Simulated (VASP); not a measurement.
# P (Pm-3m) in VASP: notebook

P is run at these levels: PBEsol; tasks: single point.

Everything below comes from runs of VASP 6.6.1. Logs are shortened: lines on timing, memory, paths and dates and some standing lists are left out, and cuts for length are marked.

## Step 1: The cell of the first run

The structure is cubic, space group Pm-3m (No. 221). Conventional cell: a = 2.402 Å, b = 2.402 Å, c = 2.402 Å, α = 90.00°, β = 90.00°, γ = 90.00°. P (site symmetry m-3m) has 6 P at 2.40 Å within 3.2 Å.

## Step 2: Single point, PBEsol

The input, INCAR:

```
  PREC = Accurate
  ENCUT = 500
  EDIFF = 1E-6
  ISMEAR = 0
  SIGMA = 0.1
  LREAL = F
  LASPH = T
  NELM = 120
  ALGO = Normal
  ISIF = 2
  LWAVE = F
  LCHARG = F
  GGA = PS
  NBANDS = 8
  GGA_COMPAT = F
```

The input, KPOINTS:

```
Automatic mesh
0
Gamma
  18 18 18
```

The input, POSCAR:

```
P
1.0
    2.4019703707      0.0000000000      0.0000000000
    0.0000000000      2.4019703707      0.0000000000
    0.0000000000      0.0000000000      2.4019703707
P
1
Direct
    0.0000000000      0.0000000000      0.0000000000
```

Potentials or basis: VASP PAW PBE potentials, release 64 (P).

Started as:

```bash
cat potpaw_PBE.64/P/POTCAR > POTCAR
mpirun -np 1 vasp_std > vasp.out
```

OUTCAR:

```text
PREC = Accurate
   ENCUT = 500
   EDIFF = 1E-6
   ISMEAR = 0
   LREAL = F
   LASPH = T
   NELM = 120
   ISIF = 2
   GGA = PS

 ion  position               nearest neighbor table
   1  0.000  0.000  0.000-

  LATTYP: Found a simple cubic cell.
 ALAT       =     2.4019703707

  Lattice vectors:

 A1 = (   2.4019703707,   0.0000000000,   0.0000000000)
 A2 = (   0.0000000000,   2.4019703707,   0.0000000000)
 A3 = (   0.0000000000,   0.0000000000,   2.4019703707)

Analysis of symmetry for initial positions (statically):
=====================================================================
 Subroutine PRICEL returns:
 Original cell was already a primitive cell.

 Routine SETGRP: Setting up the symmetry group for a
 simple cubic supercell.

 Subroutine GETGRP returns: Found 48 space group operations
 (whereof 48 operations were pure point group operations)
 out of a pool of 48 trial point group operations.

The static configuration has the point symmetry O_h .

Analysis of symmetry for dynamics (positions and initial velocities):
=====================================================================
 Subroutine PRICEL returns:
 Original cell was already a primitive cell.

 Routine SETGRP: Setting up the symmetry group for a
 simple cubic supercell.

 Subroutine GETGRP returns: Found 48 space group operations
 (whereof 48 operations were pure point group operations)
 out of a pool of 48 trial point group operations.

The dynamic configuration has the point symmetry O_h .

 Subroutine INISYM returns: Found 48 space group operations
 (whereof 48 operations are pure point group operations),
 and found     1 'primitive' translations

----------------------------------------------------------------------------------------

                                     Primitive cell

  volume of cell :      13.8581

  direct lattice vectors                    reciprocal lattice vectors
     2.401970371  0.000000000  0.000000000     0.416324869  0.000000000  0.000000000
     0.000000000  2.401970371  0.000000000     0.000000000  0.416324869  0.000000000
     0.000000000  0.000000000  2.401970371     0.000000000  0.000000000  0.416324869

  length of vectors
     2.401970371  2.401970371  2.401970371     0.416324869  0.416324869  0.416324869

  position of ions in fractional coordinates (direct lattice)
     0.000000000  0.000000000  0.000000000

  ion indices of the primitive-cell ions
   primitive index   ion index
                 1           1

----------------------------------------------------------------------------------------

 KPOINTS: Automatic mesh

Automatic generation of k-mesh.
 Grid dimensions read from file:
 generate k-points for:   18   18   18

 Generating k-lattice:

  Cartesian coordinates                     Fractional coordinates (reciprocal lattice)
     0.023129159  0.000000000  0.000000000     0.055555556  0.000000000  0.000000000
     0.000000000  0.023129159  0.000000000     0.000000000  0.055555556  0.000000000
     0.000000000  0.000000000  0.023129159     0.000000000  0.000000000  0.055555556

  Length of vectors
     0.023129159  0.023129159  0.023129159

  Shift w.r.t. Gamma in fractional coordinates (k-lattice)
     0.000000000  0.000000000  0.000000000

 Subroutine IBZKPT returns following result:
 ===========================================

 Found    220 irreducible k-points:

 Following reciprocal coordinates:
            Coordinates               Weight
  0.000000  0.000000  0.000000      1.000000
  0.055556  0.000000  0.000000      6.000000
  0.111111  0.000000  0.000000      6.000000
  0.166667  0.000000  0.000000      6.000000
  0.222222  0.000000  0.000000      6.000000
  0.277778  0.000000  0.000000      6.000000
[... 16 lines left out ...]
  0.277778  0.111111  0.000000     24.000000
  0.333333  0.111111  0.000000     24.000000
 [... further k-points ...]
   k-points           NKPTS =    220   k-points in BZ     NKDIM =    220   number of bands    NBANDS=      8
   number of dos      NEDOS =    301   number of ions     NIONS =      1
   total plane-waves  NPLWV =   5832
   dimension x,y,z NGX =    18 NGY =   18 NGZ =   18
   dimension x,y,z NGXF=    36 NGYF=   36 NGZF=   36
   ions per type =               1
   NGX,Y,Z   is equivalent  to a cutoff of  12.46, 12.46, 12.46 a.u.
   NGXF,Y,Z  is equivalent  to a cutoff of  24.92, 24.92, 24.92 a.u.
 SYSTEM =  unknown system
   PREC   = accura    normal or accurate (medium, high low for compatibility)
   ISTART =      0    job   : 0-new  1-cont  2-samecut
   ICHARG =      2    charge: 1-file 2-atom 10-const
   ISPIN  =      1    spin polarized calculation?
   LNONCOLLINEAR =      F non collinear calculations
   LSORBIT =      F    spin-orbit coupling
   LASPH  =      T    aspherical Exc in radial PAW
   ENCUT  =  500.0 eV  36.75 Ry    6.06 a.u.   4.38  4.38  4.38*2*pi/ulx,y,z
   NELM   =    120;   NELMIN=  2; NELMDL= -5     # of ELM steps
   EDIFF  = 0.1E-05   stopping-criterion for ELM
   LREAL  =      F    real-space projection
   EDIFFG = 0.1E-04   stopping-criterion for IOM
   NSW    =      0    number of steps for IOM
   IBRION =     -1    ionic relax: 0-MD 1-quasi-New 2-CG
   NFREE  =      0    steps in history (QN), initial steepest desc. (CG)
   ISIF   =      2    stress and relaxation
   ISYM   =      2    0-nonsym 1-usesym 2-fastsym
   POTIM  = 0.5000    time-step for ionic-motion
   TEBEG  =    0.0;   TEEND  =   0.0 temperature during run
   PSTRESS=    0.0 pullay stress
   NELECT =       5.0000    total number of electrons
   NUPDOWN=      -1.0000    fix difference up-down
   EMIN   =  10.00;   EMAX   =-10.00  energy-range for DOS
   EFERMI =   0.00;   METHOD = LEGACY
   ISMEAR =     0;   SIGMA  =   0.10  broadening in eV -4-tet -1-fermi 0-gaus
   EFERMI_NEDOS =   21; number of points for ismear=-14 and -15
   IALGO  =     38    algorithm
   IMIX   =      4    mixing-type and parameters
     AMIX     =   0.40;   BMIX     =  1.00
     AMIX_MAG =   1.60;   BMIX_MAG =  1.00
  volume/ion in A,a.u.               =      13.86        93.52
  Fermi-wavevector in a.u.,A,eV,Ry     =   1.165460  2.202399 18.480737  1.358296
  Thomas-Fermi vector in A             =   2.301985
   LORBIT       =      0    0 simple, 1 ext, 2 COOP (PROOUT), +10 PAW based schemes
   GGA     = PS    functional components
   LHFCALC =     F    Hartree Fock is set to
   AEXX    =    0.0000 exact exchange contribution
   IVDW    =     0    specifies the selected vdW correction
   LEPSILON=     F    determine dielectric tensor
   LRPA    =     F    only Hartree local field effects (RPA)
 non-spin polarized calculation
 Gauss-broadening in eV      SIGMA  =   0.10
  energy-cutoff  :      500.00
  volume of cell :       13.86
 maximum number of plane-waves:       365
 NGX is ok and might be reduce to    18
   NGX =  9   NGY =  9   NGZ =  9

 number of electron       4.9999998 magnetization

 Free energy of the ion-electron system (eV)
  ---------------------------------------------------
  ext. energy  EPLUGINS =         0.00000000
  ---------------------------------------------------
  free energy    TOTEN  =        -5.76205010 eV

  energy without entropy =       -5.76022557  energy(sigma->0) =       -5.76113783

 E-fermi :  10.2283     XC(G=0): -11.5933

 val. band max:       10.1817745028   @ k =   0.5000   0.2778   0.1111
 cond. band min:      10.2895875885   @ k =   0.5000   0.2778   0.2778
 fundamental gap:      0.1078130857
 Fermi energy:        10.2283056682

 k-point     1 :       0.0000    0.0000    0.0000
  band No.  band energies     occupation
      1      -6.7169      2.00000
      2      15.5923      0.00000
      3      15.5923      0.00000
      4      15.5923      0.00000
      5      17.0798      0.00000
      6      17.0798      0.00000
      7      24.9832      0.00000
      8      35.4829      0.00000

 k-point     2 :       0.0556    0.0000    0.0000
  band No.  band energies     occupation
      1      -6.6434      2.00000
      2      14.0742      0.00000
      3      15.6508      0.00000
      4      15.6508      0.00000
      5      17.1388      0.00000
      6      18.5074      0.00000
      7      25.2346      0.00000
      8      34.9029      0.00000

 k-point     3 :       0.1111    0.0000    0.0000
  band No.  band energies     occupation
      1      -6.4236      2.00000
      2      12.0080      0.00000
      3      15.8251      0.00000
      4      15.8251      0.00000
      5      17.3133      0.00000
      6      20.2487      0.00000
      7      26.0288      0.00000
      8      33.5354      0.00000

 k-point     4 :       0.1667    0.0000    0.0000
  band No.  band energies     occupation
      1      -6.0593      2.00000
      2       9.9620      1.99983
      3      16.1109      0.00000
      4      16.1109      0.00000
      5      17.5961      0.00000
      6      21.6687      0.00000
      7      27.3819      0.00000
      8      31.8848      0.00000

 k-point     5 :       0.2222    0.0000    0.0000
  band No.  band energies     occupation
      1      -5.5543      2.00000
      2       7.9993      2.00000
      3      16.5000      0.00000
      4      16.5000      0.00000
      5      17.9728      0.00000
      6      22.7928      0.00000
      7      29.0676      0.00000
      8      30.2047      0.00000

 k-point     6 :       0.2778    0.0000    0.0000
  band No.  band energies     occupation
      1      -4.9159      2.00000
      2       6.1505      2.00000
      3      16.9763      0.00000
      4      16.9763      0.00000
      5      18.4191      0.00000
      6      23.7788      0.00000
      7      28.6136      0.00000
      8      28.6136      0.00000

 k-point     7 :       0.3333    0.0000    0.0000
  band No.  band energies     occupation
      1      -4.1590      2.00000
      2       4.4432      2.00000
      3      17.5097      0.00000
      4      17.5097      0.00000
      5      18.8950      0.00000
      6      24.7430      0.00000
      7      27.1874      0.00000
      8      27.1874      0.00000

 k-point     8 :       0.3889    0.0000    0.0000
  band No.  band energies     occupation
      1      -3.3204      2.00000
      2       2.9215      2.00000
      3      18.0423      0.00000
      4      18.0423      0.00000
      5      19.3386      0.00000
      6      25.7293      0.00000
      7      26.0065      0.00000
      8      26.0065      0.00000

 k-point     9 :       0.4444    0.0000    0.0000
  band No.  band energies     occupation
      1      -2.5135      2.00000
      2       1.7032      2.00000
      3      18.4678      0.00000
      4      18.4678      0.00000
      5      19.6647      0.00000
      6      25.1884      0.00000
      7      25.1884      0.00000
      8      26.6986      0.00000

 k-point    10 :       0.5000    0.0000    0.0000
  band No.  band energies     occupation
      1      -2.1090      2.00000
      2       1.1613      2.00000
      3      18.6375      0.00000
      4      18.6375      0.00000
      5      19.7866      0.00000
      6      24.8874      0.00000
      7      24.8874      0.00000
      8      27.2717      0.00000
[... 78 lines left out ...]
 k-point    18 :       0.4444    0.0556    0.0000
  band No.  band energies     occupation
      1      -2.4402      2.00000
      2       1.7703      2.00000
      3      17.1214      0.00000
      4      18.5229      0.00000
      5      20.8366      0.00000
      6      23.8095      0.00000
      7      25.2466      0.00000
      8      27.4761      0.00000

 k-point    19 :       0.5000    0.0556    0.0000
  band No.  band energies     occupation
      1      -2.0353      2.00000
      2       1.2282      2.00000
      3      17.2901      0.00000
      4      18.6922      0.00000
      5      20.9836      0.00000
      6      23.5215      0.00000
      7      24.9460      0.00000
      8      28.0596      0.00000

 k-point    20 :       0.1111    0.1111    0.0000
  band No.  band energies     occupation
      1      -6.1305      2.00000
      2      11.7490      0.00000
      3      12.9031      0.00000
      4      16.0570      0.00000
      5      19.1264      0.00000
      6      21.9630      0.00000
      7      26.6429      0.00000
      8      31.4830      0.00000

 k-point    21 :       0.1667    0.1111    0.0000
  band No.  band energies     occupation
      1      -5.7666      2.00000
      2      10.1204      1.87301
      3      12.8089      0.00000
      4      16.3419      0.00000
      5      19.6099      0.00000
      6      23.4036      0.00000
      7      27.3262      0.00000
      8      30.1444      0.00000

 k-point    22 :       0.2222    0.1111    0.0000
  band No.  band energies     occupation
      1      -5.2620      2.00000
      2       8.2234      2.00000
      3      13.1678      0.00000
      4      16.7295      0.00000
      5      20.0727      0.00000
      6      24.4670      0.00000
      7      27.1894      0.00000
      8      30.1876      0.00000

 k-point    23 :       0.2778    0.1111    0.0000
  band No.  band energies     occupation
      1      -4.6239      2.00000
      2       6.3983      2.00000
      3      13.6592      0.00000
      4      17.2038      0.00000
      5      20.5715      0.00000
      6      24.7409      0.00000
      7      26.5706      0.00000
      8      28.8281      0.00000

 k-point    24 :       0.3333    0.1111    0.0000
  band No.  band energies     occupation
      1      -3.8674      2.00000
      2       4.7025      2.00000
      3      14.2239      0.00000
      4      17.7348      0.00000
      5      21.0813      0.00000
      6      23.8552      0.00000
      7      26.9631      0.00000
      8      27.4082      0.00000

 [... further k-points ...]
[... 5 lines left out ...]
  --------------------------------------------------------------------------------------
  -------------------------------------------------------------------------------------
  Total        0.2695046      0.2695046      0.2695046     -0.0000000     -0.0000000      0.0000000
  in kB       31.1583038     31.1583038     31.1583038     -0.0000000     -0.0000000      0.0000000
  external PRESSURE =      31.1583038 kB  Pullay stress =       0.0000000 kB

 VOLUME and BASIS-vectors are now :
 -----------------------------------------------------------------------------
  energy-cutoff  :      500.00
  volume of cell :       13.86
      direct lattice vectors                 reciprocal lattice vectors
     2.401970371  0.000000000  0.000000000     0.416324869  0.000000000  0.000000000
     0.000000000  2.401970371  0.000000000     0.000000000  0.416324869  0.000000000
     0.000000000  0.000000000  2.401970371     0.000000000  0.000000000  0.416324869

 POSITION                                       TOTAL-FORCE (eV/Angst)
 -----------------------------------------------------------------------------------
      0.00000      0.00000      0.00000         0.000000      0.000000      0.000000
 -----------------------------------------------------------------------------------
    total drift:                                0.000000      0.000000      0.000000

  FREE ENERGIE OF THE ION-ELECTRON SYSTEM (eV)
  ---------------------------------------------------
  free  energy   TOTEN  =        -5.7620500950 eV

  energy  without entropy=       -5.7602255747  energy(sigma->0) =       -5.76113783
```

Run time: 8.9 s. Hardware: 1 thread of Intel Xeon Platinum 8488C (Sapphire Rapids), shared host; peak memory 0.12 GiB.

What came out:

```
Free energy : -5.7621 eV
Pressure    : 3.1 GPa
```

Caveat: the PAW data sets were made with another functional, which shifts forces and pressure a little.

[end of part 1 of 2]
